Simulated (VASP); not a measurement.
# PbSe in VASP: single point with PBEsol

Aim: the single point of PbSe with PBEsol.

Everything below comes from runs of VASP 6.6.1. Logs are shortened: lines on timing, memory, paths and dates and some standing lists are left out, and cuts for length are marked.

## 1. The cell of the first run

The typed cell holds 4 atoms: a = 5.093 Å, b = 5.093 Å, c = 6.150 Å, α = 90.00°, β = 90.00°, γ = 119.00°.

## 2. Single point, PBEsol

INCAR reads:

```
SYSTEM = PbSe
PREC = Accurate ; ENCUT = 520
EDIFF = 1E-7 ; ISMEAR = -1
SIGMA = 0.03 ; LREAL = .FALSE.
LASPH = .TRUE. ; NELM = 100
ALGO = Normal ; ISIF = 2
LWAVE = .FALSE. ; LCHARG = .FALSE.
GGA = PS ; NBANDS = 28
```

KPOINTS reads:

```
Automatic mesh
0
G
  6 6 4
  0 0 0
```

POSCAR reads:

```
PbSe
1.0
    2.5849644252     -4.3882770744      0.0000000000
    2.5849644252      4.3882770744      0.0000000000
    0.0000000000      0.0000000000      6.1496581937
Pb Se
2 2
Direct
    0.8322898644      0.1677101356      0.9375161896
    0.1677101356      0.8322898644      0.4375161896
    0.1677835739      0.8322164261      0.9374838104
    0.8322164261      0.1677835739      0.4374838104
```

Potentials or basis: VASP PAW PBE potentials, release 64 (Pb_d, Se).

Launch:

```
$ cat potpaw_PBE.64/Pb_d/POTCAR potpaw_PBE.64/Se/POTCAR > POTCAR
$ mpirun -np 1 vasp_std > vasp.out
```

OUTCAR:

```text
SYSTEM = PbSe
   PREC = Accurate
   ENCUT = 520
   EDIFF = 1E-7
   ISMEAR = -1
   LREAL = .FALSE.
   LASPH = .TRUE.
   NELM = 100
   ISIF = 2
   GGA = PS

 ion  position               nearest neighbor table
   1  0.832  0.168  0.938-   3 2.94   3 2.96   3 2.96   4 3.07   4 3.08
   2  0.168  0.832  0.438-   4 2.94   4 2.96   4 2.96   3 3.07   3 3.08
   3  0.168  0.832  0.937-   1 2.94   1 2.96   1 2.96   2 3.07   2 3.08
   4  0.832  0.168  0.437-   2 2.94   2 2.96   2 2.96   1 3.07   1 3.08

  LATTYP: Found a base centered orthorhombic cell.
 ALAT       =     5.1699288504
 B/A-ratio  =     1.6976160413
 C/A-ratio  =     1.1895053823

  Lattice vectors:

 A1 = (   2.5849644252,  -4.3882770744,   0.0000000000)
 A2 = (   2.5849644252,   4.3882770744,   0.0000000000)
 A3 = (   0.0000000000,   0.0000000000,   6.1496581937)

Analysis of symmetry for initial positions (statically):
=====================================================================
 Subroutine PRICEL returns:
 Original cell was already a primitive cell.

 Routine SETGRP: Setting up the symmetry group for a
 base centered orthorhombic supercell.

 Subroutine GETGRP returns: Found  4 space group operations
 (whereof  2 operations were pure point group operations)
 out of a pool of  8 trial point group operations.

The static configuration has the point symmetry C_1h.
 The point group associated with its full space group is C_2v.

Analysis of symmetry for dynamics (positions and initial velocities):
=====================================================================
 Subroutine PRICEL returns:
 Original cell was already a primitive cell.

 Routine SETGRP: Setting up the symmetry group for a
 base centered orthorhombic supercell.

 Subroutine GETGRP returns: Found  4 space group operations
 (whereof  2 operations were pure point group operations)
 out of a pool of  8 trial point group operations.

The dynamic configuration has the point symmetry C_1h.
 The point group associated with its full space group is C_2v.

 Subroutine INISYM returns: Found  4 space group operations
 (whereof  2 operations are pure point group operations),
 and found     1 'primitive' translations

----------------------------------------------------------------------------------------

                                     Primitive cell

  volume of cell :     139.5178

  direct lattice vectors                    reciprocal lattice vectors
     2.584964425 -4.388277074  0.000000000     0.193426260 -0.113939934  0.000000000
     2.584964425  4.388277074  0.000000000     0.193426260  0.113939934  0.000000000
     0.000000000  0.000000000  6.149658194     0.000000000  0.000000000  0.162610664

  length of vectors
     5.093036104  5.093036104  6.149658194     0.224490593  0.224490593  0.162610664

  position of ions in fractional coordinates (direct lattice)
     0.832289864  0.167710136  0.937516190
     0.167710136  0.832289864  0.437516190
     0.167783574  0.832216426  0.937483810
     0.832216426  0.167783574  0.437483810

  ion indices of the primitive-cell ions
   primitive index   ion index
                 1           1
                 2           2
                 3           3
                 4           4

----------------------------------------------------------------------------------------

 KPOINTS: Automatic mesh

Automatic generation of k-mesh.
 Grid dimensions read from file:
 generate k-points for:    6    6    4

 Generating k-lattice:

  Cartesian coordinates                     Fractional coordinates (reciprocal lattice)
     0.032237710 -0.018989989  0.000000000     0.166666667  0.000000000  0.000000000
     0.032237710  0.018989989  0.000000000     0.000000000  0.166666667  0.000000000
     0.000000000  0.000000000  0.040652666     0.000000000  0.000000000  0.250000000

  Length of vectors
     0.037415099  0.037415099  0.040652666

  Shift w.r.t. Gamma in fractional coordinates (k-lattice)
     0.000000000  0.000000000  0.000000000

 Subroutine IBZKPT returns following result:
 ===========================================

 Found     39 irreducible k-points:

 Following reciprocal coordinates:
            Coordinates               Weight
  0.000000  0.000000  0.000000      1.000000
  0.166667 -0.000000  0.000000      4.000000
  0.333333 -0.000000  0.000000      4.000000
  0.500000  0.000000  0.000000      2.000000
  0.166667  0.166667  0.000000      2.000000
  0.333333  0.166667  0.000000      4.000000
[... 16 lines left out ...]
  0.333333  0.333333  0.250000      4.000000
  0.500000  0.333333  0.250000      8.000000
 [... further k-points ...]
   k-points           NKPTS =     39   k-points in BZ     NKDIM =     39   number of bands    NBANDS=     28
   number of dos      NEDOS =    301   number of ions     NIONS =      4
   total plane-waves  NPLWV =  76800
   dimension x,y,z NGX =    40 NGY =   40 NGZ =   48
   dimension x,y,z NGXF=    80 NGYF=   80 NGZF=   96
   ions per type =               2   2
   NGX,Y,Z   is equivalent  to a cutoff of  13.06, 13.06, 12.98 a.u.
   NGXF,Y,Z  is equivalent  to a cutoff of  26.11, 26.11, 25.95 a.u.
 SYSTEM =  PbSe
   PREC   = accura    normal or accurate (medium, high low for compatibility)
   ISTART =      0    job   : 0-new  1-cont  2-samecut
   ICHARG =      2    charge: 1-file 2-atom 10-const
   ISPIN  =      1    spin polarized calculation?
   LNONCOLLINEAR =      F non collinear calculations
   LSORBIT =      F    spin-orbit coupling
   LASPH  =      T    aspherical Exc in radial PAW
   ENCUT  =  520.0 eV  38.22 Ry    6.18 a.u.   9.47  9.47 11.43*2*pi/ulx,y,z
   NELM   =    100;   NELMIN=  2; NELMDL= -5     # of ELM steps
   EDIFF  = 0.1E-06   stopping-criterion for ELM
   LREAL  =      F    real-space projection
   EDIFFG = 0.1E-05   stopping-criterion for IOM
   NSW    =      0    number of steps for IOM
   IBRION =     -1    ionic relax: 0-MD 1-quasi-New 2-CG
   NFREE  =      0    steps in history (QN), initial steepest desc. (CG)
   ISIF   =      2    stress and relaxation
   ISYM   =      2    0-nonsym 1-usesym 2-fastsym
   POTIM  = 0.5000    time-step for ionic-motion
   TEBEG  =    0.0;   TEEND  =   0.0 temperature during run
   PSTRESS=    0.0 pullay stress
   NELECT =      40.0000    total number of electrons
   NUPDOWN=      -1.0000    fix difference up-down
   EMIN   =  10.00;   EMAX   =-10.00  energy-range for DOS
   EFERMI =   0.00;   METHOD = LEGACY
   ISMEAR =    -1;   SIGMA  =   0.03  broadening in eV -4-tet -1-fermi 0-gaus
   EFERMI_NEDOS =   21; number of points for ismear=-14 and -15
   IALGO  =     38    algorithm
   IMIX   =      4    mixing-type and parameters
     AMIX     =   0.40;   BMIX     =  1.00
     AMIX_MAG =   1.60;   BMIX_MAG =  1.00
  volume/ion in A,a.u.               =      34.88       235.38
  Fermi-wavevector in a.u.,A,eV,Ry     =   1.079489  2.039939 15.854827  1.165297
  Thomas-Fermi vector in A             =   2.215456
   LORBIT       =      0    0 simple, 1 ext, 2 COOP (PROOUT), +10 PAW based schemes
   GGA     = PS    functional components
   LHFCALC =     F    Hartree Fock is set to
   AEXX    =    0.0000 exact exchange contribution
   IVDW    =     0    specifies the selected vdW correction
   LEPSILON=     F    determine dielectric tensor
   LRPA    =     F    only Hartree local field effects (RPA)
 non-spin polarized calculation
  energy-cutoff  :      520.00
  volume of cell :      139.52
 maximum number of plane-waves:      3783
 NGX is ok and might be reduce to    40
   NGX = 19   NGY = 19   NGZ = 23

 number of electron      40.0000006 magnetization

 Free energy of the ion-electron system (eV)
  ---------------------------------------------------
  ext. energy  EPLUGINS =         0.00000000
  ---------------------------------------------------
  free energy    TOTEN  =       -17.33613426 eV

  energy without entropy =      -17.33613426  energy(sigma->0) =      -17.33613426

 E-fermi :   3.7974     XC(G=0):  -8.5463

 val. band max:        3.2760117446   @ k =   0.3333   0.3333   0.5000
 cond. band min:       4.3196781549   @ k =   0.3333   0.3333   0.5000
 fundamental gap:      1.0436664103
 Fermi energy:         3.7973999988

 k-point     1 :       0.0000    0.0000    0.0000
  band No.  band energies     occupation
      1     -13.5627      2.00000
      2     -13.4675      2.00000
      3     -13.4659      2.00000
      4     -13.4653      2.00000
      5     -13.4651      2.00000
      6     -13.4574      2.00000
[... 20 lines left out ...]
     27       9.1309      0.00000
     28       9.4625      0.00000

 k-point     2 :       0.1667   -0.0000    0.0000
  band No.  band energies     occupation
      1     -13.5605      2.00000
      2     -13.4753      2.00000
      3     -13.4664      2.00000
      4     -13.4618      2.00000
      5     -13.4606      2.00000
      6     -13.4589      2.00000
[... 20 lines left out ...]
     27       8.8166      0.00000
     28       9.2008      0.00000

 k-point     3 :       0.3333   -0.0000    0.0000
  band No.  band energies     occupation
      1     -13.5544      2.00000
      2     -13.4941      2.00000
      3     -13.4628      2.00000
      4     -13.4618      2.00000
      5     -13.4538      2.00000
      6     -13.4536      2.00000
[... 20 lines left out ...]
     27       8.7932      0.00000
     28       9.6339      0.00000

 k-point     4 :       0.5000    0.0000    0.0000
  band No.  band energies     occupation
      1     -13.5498      2.00000
      2     -13.5048      2.00000
      3     -13.4632      2.00000
      4     -13.4607      2.00000
      5     -13.4520      2.00000
      6     -13.4500      2.00000
[... 20 lines left out ...]
     27       8.6444      0.00000
     28       9.3606      0.00000

 k-point     5 :       0.1667    0.1667    0.0000
  band No.  band energies     occupation
      1     -13.5554      2.00000
      2     -13.4894      2.00000
      3     -13.4639      2.00000
      4     -13.4619      2.00000
      5     -13.4571      2.00000
      6     -13.4537      2.00000
[... 20 lines left out ...]
     27       8.9901      0.00000
     28      10.0248      0.00000

 k-point     6 :       0.3333    0.1667    0.0000
  band No.  band energies     occupation
      1     -13.5465      2.00000
      2     -13.5079      2.00000
      3     -13.4649      2.00000
      4     -13.4626      2.00000
      5     -13.4498      2.00000
      6     -13.4484      2.00000
[... 463 lines left out ...]
      5     -13.4597      2.00000
      6     -13.4584      2.00000
[... 20 lines left out ...]
     27       9.2005      0.00000
     28       9.9752      0.00000

 k-point    22 :      -0.1667    0.1667    0.2500
  band No.  band energies     occupation
      1     -13.5381      2.00000
      2     -13.4780      2.00000
      3     -13.4707      2.00000
      4     -13.4661      2.00000
      5     -13.4654      2.00000
      6     -13.4578      2.00000
[... 20 lines left out ...]
     27       9.0274      0.00000
     28       9.9052      0.00000

 k-point    23 :       0.3333    0.3333    0.2500
  band No.  band energies     occupation
      1     -13.5154      2.00000
      2     -13.5131      2.00000
      3     -13.4617      2.00000
      4     -13.4614      2.00000
      5     -13.4543      2.00000
      6     -13.4539      2.00000
[... 20 lines left out ...]
     27       9.0997      0.00000
     28       9.6685      0.00000

 k-point    24 :       0.5000    0.3333    0.2500
  band No.  band energies     occupation
      1     -13.5284      2.00000
      2     -13.5010      2.00000
      3     -13.4620      2.00000
      4     -13.4607      2.00000
      5     -13.4578      2.00000
      6     -13.4534      2.00000
[... 20 lines left out ...]
     27       8.8852      0.00000
     28       9.6302      0.00000

 [... further k-points ...]

------------------------ aborting loop because EDIFF is reached ----------------------------------------

  FORCE on cell =-STRESS in cart. coord.  units (eV):
  Direction    XX          YY          ZZ          XY          YZ          ZX
  --------------------------------------------------------------------------------------
  -------------------------------------------------------------------------------------
  Total        0.0388384      0.0071986     -0.0437919      0.0000000      0.0000000      0.0000000
  in kB        0.4460079      0.0826666     -0.5028919      0.0000000      0.0000000      0.0000000
  external PRESSURE =       0.0085942 kB  Pullay stress =       0.0000000 kB

 VOLUME and BASIS-vectors are now :
 -----------------------------------------------------------------------------
  energy-cutoff  :      520.00
  volume of cell :      139.52
      direct lattice vectors                 reciprocal lattice vectors
     2.584964425 -4.388277074  0.000000000     0.193426260 -0.113939934  0.000000000
     2.584964425  4.388277074  0.000000000     0.193426260  0.113939934  0.000000000
     0.000000000  0.000000000  6.149658194     0.000000000  0.000000000  0.162610664

 POSITION                                       TOTAL-FORCE (eV/Angst)
 -----------------------------------------------------------------------------------
      2.58496     -2.91636      5.76540         0.000000     -0.000062     -0.000075
      2.58496      2.91636      2.69058         0.000000      0.000062     -0.000075
      2.58496      2.91572      5.76520         0.000000     -0.000071      0.000075
      2.58496     -2.91572      2.69038         0.000000      0.000071      0.000075
 -----------------------------------------------------------------------------------
    total drift:                               -0.000000     -0.000000      0.000004

  FREE ENERGIE OF THE ION-ELECTRON SYSTEM (eV)
  ---------------------------------------------------
  free  energy   TOTEN  =       -17.3361342581 eV

  energy  without entropy=      -17.3361342564  energy(sigma->0) =      -17.33613426
```

Run time: 3.2 min. Hardware: 1 thread of Intel Xeon Platinum 8488C (Sapphire Rapids), shared host; peak memory 0.31 GiB.

What came out:

```yaml
Free_energy: -17.3361 eV
Pressure: 0.0 GPa
Band_gap_on_the_k_mesh: 1.04 eV
```

Levels at points of the mesh, in eV from the valence-band top:
```
           k point  band 16  band 17  band 18  band 19  band 20  band 21  band 22  band 23  band 24  band 25
(0.00, 0.00, 0.00)    -3.13    -3.06    -1.84    -1.82    -1.80     1.61     1.64     3.17     3.17     4.49
(0.50, 0.00, 0.00)    -3.74    -2.90    -2.22    -2.19    -0.66     2.59     3.17     4.02     4.04     5.10
(0.50, 0.50, 0.00)    -3.78    -2.92    -2.31    -2.28    -0.75     2.69     3.28     4.05     4.12     5.19
(0.00, 0.00, 0.50)    -2.51    -2.45    -2.45    -1.39    -1.39     2.02     2.02     2.03     2.03     2.35
(0.50, 0.00, 0.50)    -3.06    -1.84    -1.84    -0.70    -0.70     1.27     1.27     2.91     2.91     4.19
(0.50, 0.50, 0.50)    -3.13    -1.91    -1.91    -0.72    -0.72     1.30     1.30     3.00     3.00     4.27
```

Caveat: the PAW data sets were made with another functional, which shifts forces and pressure a little; spin-orbit coupling is left out, which moves the levels of the heavy elements. A k mesh can miss the band edges.
